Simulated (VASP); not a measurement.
# Ge (Fd-3m) in VASP: a series of runs

Runs on Ge. Level: PBE. Tasks: single point.

Everything below comes from runs of VASP 6.6.1. Logs are shortened: lines on timing, memory, paths and dates and some standing lists are left out, and cuts for length are marked.

### Step 1. The cell of the first run

Symmetry: Fd-3m, No. 227, cubic system. Conventional cell: a = 5.521 Å, b = 5.521 Å, c = 5.521 Å, α = 90.00°, β = 90.00°, γ = 90.00°. Within 3.2 Å of Ge (site symmetry -43m) lie 4 Ge at 2.39 Å.

### Step 2. Single point, PBE (volume scaled by 0.88)

File INCAR:

```
ALGO = Normal ; EDIFF = 1E-6
ENCUT = 520 ; GGA = PE
ISIF = 2 ; ISMEAR = 0
LASPH = T ; LCHARG = F
LREAL = F ; LWAVE = F
NBANDS = 21 ; NELM = 100
PREC = Accurate ; SIGMA = 0.1
```

File KPOINTS:

```
k-points
0
Gamma
  14 14 14
```

File POSCAR:

```
Ge
1.0
    0.0000000000      2.7603719122      2.7603719122
    2.7603719122      0.0000000000      2.7603719122
    2.7603719122      2.7603719122      0.0000000000
Ge
2
Direct
    0.0000000000      0.0000000000      0.0000000000
    0.2500000000      0.2500000000      0.2500000000
```

Potentials or basis: VASP PAW PBE potentials, release 64 (Ge_d).

Started as:

```bash
> cat potpaw_PBE.64/Ge_d/POTCAR > POTCAR
> mpirun -np 1 vasp_std > vasp.out
```

OUTCAR:

```text
EDIFF = 1E-6
   ENCUT = 520
   GGA = PE
   ISIF = 2
   ISMEAR = 0
   LASPH = T
   LREAL = F
   NELM = 100
   PREC = Accurate

 ion  position               nearest neighbor table
   1  0.000  0.000  0.000-   2 2.39   2 2.39   2 2.39   2 2.39
   2  0.250  0.250  0.250-   1 2.39   1 2.39   1 2.39   1 2.39

  LATTYP: Found a face centered cubic cell.
 ALAT       =     5.5207438244

  Lattice vectors:

 A1 = (   0.0000000000,   2.7603719122,   2.7603719122)
 A2 = (   2.7603719122,   0.0000000000,   2.7603719122)
 A3 = (   2.7603719122,   2.7603719122,   0.0000000000)

Analysis of symmetry for initial positions (statically):
=====================================================================
 Subroutine PRICEL returns:
 Original cell was already a primitive cell.

 Routine SETGRP: Setting up the symmetry group for a
 face centered cubic supercell.

 Subroutine GETGRP returns: Found 48 space group operations
 (whereof 24 operations were pure point group operations)
 out of a pool of 48 trial point group operations.

The static configuration has the point symmetry T_d .
 The point group associated with its full space group is O_h .

Analysis of symmetry for dynamics (positions and initial velocities):
=====================================================================
 Subroutine PRICEL returns:
 Original cell was already a primitive cell.

 Routine SETGRP: Setting up the symmetry group for a
 face centered cubic supercell.

 Subroutine GETGRP returns: Found 48 space group operations
 (whereof 24 operations were pure point group operations)
 out of a pool of 48 trial point group operations.

The dynamic configuration has the point symmetry T_d .
 The point group associated with its full space group is O_h .

 Subroutine INISYM returns: Found 48 space group operations
 (whereof 24 operations are pure point group operations),
 and found     1 'primitive' translations

----------------------------------------------------------------------------------------

                                     Primitive cell

  volume of cell :      42.0662

  direct lattice vectors                    reciprocal lattice vectors
     0.000000000  2.760371912  2.760371912    -0.181135012  0.181135012  0.181135012
     2.760371912  0.000000000  2.760371912     0.181135012 -0.181135012  0.181135012
     2.760371912  2.760371912  0.000000000     0.181135012  0.181135012 -0.181135012

  length of vectors
     3.903755395  3.903755395  3.903755395     0.313735044  0.313735044  0.313735044

  position of ions in fractional coordinates (direct lattice)
     0.000000000  0.000000000  0.000000000
     0.250000000  0.250000000  0.250000000

  ion indices of the primitive-cell ions
   primitive index   ion index
                 1           1
                 2           2

----------------------------------------------------------------------------------------

 KPOINTS: k-points

Automatic generation of k-mesh.
 Grid dimensions read from file:
 generate k-points for:   14   14   14

 Generating k-lattice:

  Cartesian coordinates                     Fractional coordinates (reciprocal lattice)
    -0.012938215  0.012938215  0.012938215     0.071428571  0.000000000  0.000000000
     0.012938215 -0.012938215  0.012938215     0.000000000  0.071428571  0.000000000
     0.012938215  0.012938215 -0.012938215     0.000000000  0.000000000  0.071428571

  Length of vectors
     0.022409646  0.022409646  0.022409646

  Shift w.r.t. Gamma in fractional coordinates (k-lattice)
     0.000000000  0.000000000  0.000000000

 Subroutine IBZKPT returns following result:
 ===========================================

 Found    104 irreducible k-points:

 Following reciprocal coordinates:
            Coordinates               Weight
  0.000000  0.000000  0.000000      1.000000
  0.071429  0.000000  0.000000      8.000000
  0.142857  0.000000  0.000000      8.000000
  0.214286  0.000000  0.000000      8.000000
  0.285714  0.000000  0.000000      8.000000
  0.357143  0.000000  0.000000      8.000000
[... 16 lines left out ...]
  0.214286  0.142857  0.000000     24.000000
  0.285714  0.142857  0.000000     24.000000
 [... further k-points ...]
   k-points           NKPTS =    104   k-points in BZ     NKDIM =    104   number of bands    NBANDS=     21
   number of dos      NEDOS =    301   number of ions     NIONS =      2
   total plane-waves  NPLWV =  27000
   dimension x,y,z NGX =    30 NGY =   30 NGZ =   30
   dimension x,y,z NGXF=    60 NGYF=   60 NGZF=   60
   ions per type =               2
   NGX,Y,Z   is equivalent  to a cutoff of  12.78, 12.78, 12.78 a.u.
   NGXF,Y,Z  is equivalent  to a cutoff of  25.55, 25.55, 25.55 a.u.
 SYSTEM =  unknown system
   PREC   = accura    normal or accurate (medium, high low for compatibility)
   ISTART =      0    job   : 0-new  1-cont  2-samecut
   ICHARG =      2    charge: 1-file 2-atom 10-const
   ISPIN  =      1    spin polarized calculation?
   LNONCOLLINEAR =      F non collinear calculations
   LSORBIT =      F    spin-orbit coupling
   LASPH  =      T    aspherical Exc in radial PAW
   ENCUT  =  520.0 eV  38.22 Ry    6.18 a.u.   7.26  7.26  7.26*2*pi/ulx,y,z
   NELM   =    100;   NELMIN=  2; NELMDL= -5     # of ELM steps
   EDIFF  = 0.1E-05   stopping-criterion for ELM
   LREAL  =      F    real-space projection
[... 7 lines left out ...]
   TEBEG  =    0.0;   TEEND  =   0.0 temperature during run
   PSTRESS=    0.0 pullay stress
   NELECT =      28.0000    total number of electrons
   NUPDOWN=      -1.0000    fix difference up-down
   EMIN   =  10.00;   EMAX   =-10.00  energy-range for DOS
   EFERMI =   0.00;   METHOD = LEGACY
   ISMEAR =     0;   SIGMA  =   0.10  broadening in eV -4-tet -1-fermi 0-gaus
   EFERMI_NEDOS =   21; number of points for ismear=-14 and -15
   IALGO  =     38    algorithm
   IMIX   =      4    mixing-type and parameters
     AMIX     =   0.40;   BMIX     =  1.00
     AMIX_MAG =   1.60;   BMIX_MAG =  1.00
  volume/ion in A,a.u.               =      21.03       141.94
  Fermi-wavevector in a.u.,A,eV,Ry     =   1.429387  2.701150 27.798716  2.043148
  Thomas-Fermi vector in A             =   2.549346
   LORBIT       =      0    0 simple, 1 ext, 2 COOP (PROOUT), +10 PAW based schemes
   GGA     = PE    functional components
   LHFCALC =     F    Hartree Fock is set to
   AEXX    =    0.0000 exact exchange contribution
   IVDW    =     0    specifies the selected vdW correction
   LEPSILON=     F    determine dielectric tensor
   LRPA    =     F    only Hartree local field effects (RPA)
 non-spin polarized calculation
 Gauss-broadening in eV      SIGMA  =   0.10
  energy-cutoff  :      520.00
  volume of cell :       42.07
 maximum number of plane-waves:      1158
 NGX is ok and might be reduce to    30
   NGX = 15   NGY = 15   NGZ = 15

 number of electron      27.9999977 magnetization

 Free energy of the ion-electron system (eV)
  ---------------------------------------------------
  ext. energy  EPLUGINS =         0.00000000
  ---------------------------------------------------
  free energy    TOTEN  =        -8.87498734 eV

  energy without entropy =       -8.87498526  energy(sigma->0) =       -8.87498630

 E-fermi :   5.9431     XC(G=0): -10.2794

 val. band max:        5.7395908203   @ k =   0.0000   0.0000   0.0000
 cond. band min:       6.1594690969   @ k =   0.5000   0.0000   0.0000
 fundamental gap:      0.4198782766
 Fermi energy:         5.9430929230

 k-point     1 :       0.0000    0.0000    0.0000
  band No.  band energies     occupation
      1     -19.1963      2.00000
      2     -19.1963      2.00000
      3     -19.1963      2.00000
      4     -19.1540      2.00000
      5     -19.1540      2.00000
      6     -18.9003      2.00000
[... 13 lines left out ...]
     20      15.4213      0.00000
     21      15.4213      0.00000

 k-point     2 :       0.0714    0.0000    0.0000
  band No.  band energies     occupation
      1     -19.2004      2.00000
      2     -19.2004      2.00000
      3     -19.1953      2.00000
      4     -19.1485      2.00000
      5     -19.1485      2.00000
      6     -18.9057      2.00000
[... 13 lines left out ...]
     20      14.9051      0.00000
     21      14.9052      0.00000

 k-point     3 :       0.1429    0.0000    0.0000
  band No.  band energies     occupation
      1     -19.2083      2.00000
      2     -19.2083      2.00000
      3     -19.1925      2.00000
      4     -19.1368      2.00000
      5     -19.1368      2.00000
      6     -18.9154      2.00000
[... 13 lines left out ...]
     20      14.3135      0.00000
     21      14.3135      0.00000

 k-point     4 :       0.2143    0.0000    0.0000
  band No.  band energies     occupation
      1     -19.2155      2.00000
      2     -19.2155      2.00000
      3     -19.1885      2.00000
      4     -19.1244      2.00000
      5     -19.1244      2.00000
      6     -18.9247      2.00000
[... 13 lines left out ...]
     20      14.1004      0.00000
     21      14.1004      0.00000

 k-point     5 :       0.2857    0.0000    0.0000
  band No.  band energies     occupation
      1     -19.2206      2.00000
      2     -19.2206      2.00000
      3     -19.1839      2.00000
      4     -19.1144      2.00000
      5     -19.1144      2.00000
      6     -18.9316      2.00000
[... 13 lines left out ...]
     20      14.4099      0.00000
     21      14.4099      0.00000

 k-point     6 :       0.3571    0.0000    0.0000
  band No.  band energies     occupation
      1     -19.2236      2.00000
      2     -19.2236      2.00000
      3     -19.1798      2.00000
      4     -19.1078      2.00000
      5     -19.1078      2.00000
      6     -18.9356      2.00000
[... 13 lines left out ...]
     20      15.2198      0.00000
     21      15.2198      0.00000

 k-point     7 :       0.4286    0.0000    0.0000
  band No.  band energies     occupation
      1     -19.2250      2.00000
      2     -19.2250      2.00000
      3     -19.1769      2.00000
      4     -19.1044      2.00000
      5     -19.1044      2.00000
      6     -18.9373      2.00000
[... 13 lines left out ...]
     20      16.3748      0.00000
     21      16.3748      0.00000
[... 291 lines left out ...]
      1     -19.2162      2.00000
      2     -19.2083      2.00000
      3     -19.1916      2.00000
      4     -19.1342      2.00000
      5     -19.1242      2.00000
      6     -18.9301      2.00000
[... 13 lines left out ...]
     20      14.0126      0.00000
     21      14.5463      0.00000

 k-point    21 :      -0.0714    0.0714    0.0000
  band No.  band energies     occupation
      1     -19.2079      2.00000
      2     -19.2011      2.00000
      3     -19.1958      2.00000
      4     -19.1441      2.00000
      5     -19.1379      2.00000
      6     -18.9180      2.00000
[... 13 lines left out ...]
     20      14.1306      0.00000
     21      14.7298      0.00000

 k-point    22 :       0.1429    0.1429    0.0000
  band No.  band energies     occupation
      1     -19.2075      2.00000
      2     -19.2049      2.00000
      3     -19.2049      2.00000
      4     -19.1397      2.00000
      5     -19.1177      2.00000
      6     -18.9493      2.00000
[... 13 lines left out ...]
     20      13.9648      0.00000
     21      15.7821      0.00000

 k-point    23 :       0.2143    0.1429    0.0000
  band No.  band energies     occupation
      1     -19.2168      2.00000
      2     -19.2100      2.00000
      3     -19.1998      2.00000
      4     -19.1304      2.00000
      5     -19.1031      2.00000
      6     -18.9652      2.00000
[... 13 lines left out ...]
     20      14.7756      0.00000
     21      15.6867      0.00000

 k-point    24 :       0.2857    0.1429    0.0000
  band No.  band energies     occupation
      1     -19.2266      2.00000
      2     -19.2158      2.00000
      3     -19.1903      2.00000
      4     -19.1192      2.00000
      5     -19.0901      2.00000
      6     -18.9771      2.00000
[... 13 lines left out ...]
     20      15.3442      0.00000
     21      15.7414      0.00000

 [... further k-points ...]

------------------------ aborting loop because EDIFF is reached ----------------------------------------

  FORCE on cell =-STRESS in cart. coord.  units (eV):
  Direction    XX          YY          ZZ          XY          YZ          ZX
  --------------------------------------------------------------------------------------
  -------------------------------------------------------------------------------------
  Total        2.6770447      2.6770447      2.6770447      0.0000000     -0.0000000      0.0000000
  in kB      101.9608430    101.9608430    101.9608430      0.0000000     -0.0000000      0.0000000
  external PRESSURE =     101.9608430 kB  Pullay stress =       0.0000000 kB

 VOLUME and BASIS-vectors are now :
 -----------------------------------------------------------------------------
  energy-cutoff  :      520.00
  volume of cell :       42.07
      direct lattice vectors                 reciprocal lattice vectors
     0.000000000  2.760371912  2.760371912    -0.181135012  0.181135012  0.181135012
     2.760371912  0.000000000  2.760371912     0.181135012 -0.181135012  0.181135012
     2.760371912  2.760371912  0.000000000     0.181135012  0.181135012 -0.181135012

 POSITION                                       TOTAL-FORCE (eV/Angst)
 -----------------------------------------------------------------------------------
      0.00000      0.00000      0.00000         0.000000     -0.000000      0.000000
      1.38019      1.38019      1.38019        -0.000000      0.000000     -0.000000
 -----------------------------------------------------------------------------------
    total drift:                                0.000000     -0.000000      0.000000

  FREE ENERGIE OF THE ION-ELECTRON SYSTEM (eV)
  ---------------------------------------------------
  free  energy   TOTEN  =        -8.8749873399 eV

  energy  without entropy=       -8.8749852641  energy(sigma->0) =       -8.87498630
```

Run time: 35 s. Hardware: 1 thread of Intel Xeon 6975P-C (Granite Rapids), shared host; peak memory 0.21 GiB.

Results:

```yaml
Free_energy: -8.8750 eV
Pressure: 10.2 GPa
Band_gap_on_the_k_mesh: 0.42 eV, indirect (least direct gap 0.73 eV)
```

Levels at points of the mesh, in eV from the valence-band top:
| k point | band 11 | band 12 | band 13 | band 14 | band 15 | band 16 | band 17 | band 18 |
| --- | --- | --- | --- | --- | --- | --- | --- | --- |
| (0.00, 0.00, 0.00) | -13.36 | 0.00 | 0.00 | 0.00 | 0.73 | 2.58 | 2.58 | 2.58 |
| (0.50, 0.00, 0.00) | -11.08 | -7.97 | -1.52 | -1.52 | 0.42 | 3.78 | 3.78 | 7.15 |
| (0.50, 0.50, 0.00) | -9.18 | -9.18 | -3.34 | -3.34 | 0.65 | 0.65 | 10.14 | 10.14 |

 A k mesh can miss the band edges.

### Step 3. Single point, PBE (volume scaled by 0.91)

File INCAR:

```
SYSTEM = Ge
PREC = Accurate
ENCUT = 520
EDIFF = 1E-6
ISMEAR = 0
SIGMA = 0.1
LREAL = .FALSE.
LASPH = .TRUE.
NELM = 100
ALGO = Normal
ISIF = 2
LWAVE = .FALSE.
LCHARG = .TRUE.
GGA = PE
LELF = .TRUE.
LVHAR = .TRUE.
NBANDS = 21
```

File KPOINTS:

```
regular mesh
0
G
  14 14 14
  0 0 0
```

File POSCAR:

```
Ge
1.0
    0.0000000000      2.7913899231      2.7913899231
    2.7913899231      0.0000000000      2.7913899231
    2.7913899231      2.7913899231      0.0000000000
Ge
2
Direct
    0.0000000000      0.0000000000      0.0000000000
    0.2500000000      0.2500000000      0.2500000000
```

Potentials or basis: VASP PAW PBE potentials, release 64 (Ge_d).

Started as:

```bash
> cat potpaw_PBE.64/Ge_d/POTCAR > POTCAR
> mpirun -np 1 vasp_std > vasp.out
```

OUTCAR:

```text
SYSTEM = Ge
   PREC = Accurate
   ENCUT = 520
   EDIFF = 1E-6
   ISMEAR = 0
   LREAL = .FALSE.
   LASPH = .TRUE.
   NELM = 100
   ISIF = 2
   GGA = PE

 ion  position               nearest neighbor table
   1  0.000  0.000  0.000-   2 2.42   2 2.42   2 2.42   2 2.42
   2  0.250  0.250  0.250-   1 2.42   1 2.42   1 2.42   1 2.42

  LATTYP: Found a face centered cubic cell.
 ALAT       =     5.5827798462

  Lattice vectors:

 A1 = (   0.0000000000,   2.7913899231,   2.7913899231)
[... 764 lines left out ...]

------------------------ aborting loop because EDIFF is reached ----------------------------------------

  FORCE on cell =-STRESS in cart. coord.  units (eV):
  Direction    XX          YY          ZZ          XY          YZ          ZX
  --------------------------------------------------------------------------------------
  -------------------------------------------------------------------------------------
  Total        1.8729557      1.8729557      1.8729557      0.0000000      0.0000000      0.0000000
  in kB       68.9837154     68.9837154     68.9837154      0.0000000      0.0000000      0.0000000
  external PRESSURE =      68.9837154 kB  Pullay stress =       0.0000000 kB

 VOLUME and BASIS-vectors are now :
 -----------------------------------------------------------------------------
  energy-cutoff  :      520.00
  volume of cell :       43.50
      direct lattice vectors                 reciprocal lattice vectors
     0.000000000  2.791389923  2.791389923    -0.179122234  0.179122234  0.179122234
     2.791389923  0.000000000  2.791389923     0.179122234 -0.179122234  0.179122234
     2.791389923  2.791389923  0.000000000     0.179122234  0.179122234 -0.179122234

 POSITION                                       TOTAL-FORCE (eV/Angst)
 -----------------------------------------------------------------------------------
      0.00000      0.00000      0.00000        -0.000000     -0.000000     -0.000000
      1.39569      1.39569      1.39569         0.000000      0.000000      0.000000
 -----------------------------------------------------------------------------------
    total drift:                                0.000000      0.000000      0.000000

  FREE ENERGIE OF THE ION-ELECTRON SYSTEM (eV)
  ---------------------------------------------------
  free  energy   TOTEN  =        -8.9515892613 eV

  energy  without entropy=       -8.9515737702  energy(sigma->0) =       -8.95158152
```

OSZICAR:

```text
N       E                     dE             d eps       ncg     rms          rms(c)
DAV:   1     0.187541293903E+03    0.18754E+03   -0.14408E+04  4942   0.369E+03
DAV:   2     0.180709858672E+02   -0.16947E+03   -0.16400E+03  4393   0.622E+02
DAV:   3    -0.819778074051E+01   -0.26269E+02   -0.26097E+02  5043   0.142E+02
DAV:   4    -0.903839831164E+01   -0.84062E+00   -0.84024E+00  4913   0.297E+01
DAV:   5    -0.905209039915E+01   -0.13692E-01   -0.13692E-01  4986   0.416E+00    0.338E+00
DAV:   6    -0.898459151419E+01    0.67499E-01   -0.23547E-02  4952   0.138E+00    0.200E+00
DAV:   7    -0.894970715271E+01    0.34884E-01   -0.53560E-02  5029   0.197E+00    0.150E-01
DAV:   8    -0.895144193157E+01   -0.17348E-02   -0.59146E-03  4903   0.874E-01    0.441E-02
DAV:   9    -0.895157662089E+01   -0.13469E-03   -0.19978E-04  5056   0.182E-01    0.153E-02
DAV:  10    -0.895158775458E+01   -0.11134E-04   -0.28125E-05  5129   0.673E-02    0.653E-03
DAV:  11    -0.895158913551E+01   -0.13809E-05   -0.48543E-06  4831   0.335E-02    0.164E-03
DAV:  12    -0.895158926127E+01   -0.12577E-06   -0.16541E-07  3072   0.454E-03
   1 F= -.89515893E+01 E0= -.89515815E+01  d E =-.154911E-04
```

stdout:

```text
POSCAR found type information on POSCAR Ge
 POSCAR found :  1 types and       2 ions
 scaLAPACK will be used
 LDA part: xc-table for (Slater+PW92), standard interpolation
 POSCAR, INCAR and KPOINTS ok, starting setup
 FFT: planning ... GRIDC
 FFT: planning ... GRID_SOFT
 FFT: planning ... GRID
 WAVECAR not read
 entering main loop
```

It took 36 s on 1 thread of Intel Xeon 6975P-C (Granite Rapids), shared host; peak memory 0.21 GiB.

Results:

| Quantity | Value |
| --- | --- |
| Free energy | -8.9516 eV |
| Pressure | 6.9 GPa |
| Band gap on the k mesh | 0.31 eV, indirect (least direct gap 0.41 eV) |

Levels at points of the mesh, in eV from the valence-band top:
```csv
k point,band 10,band 11,band 12,band 13,band 14,band 15,band 16,band 17,band 18,band 19
"(0.00, 0.00, 0.00)",-24.59,-13.09,0.00,0.00,0.00,0.41,2.57,2.57,2.57,6.52
"(0.50, 0.00, 0.00)",-24.56,-10.89,-7.79,-1.47,-1.47,0.31,3.77,3.77,7.15,10.83
"(0.50, 0.50, 0.00)",-24.54,-9.04,-9.04,-3.22,-3.22,0.70,0.70,9.85,9.85,12.02
```

 A k mesh can miss the band edges.
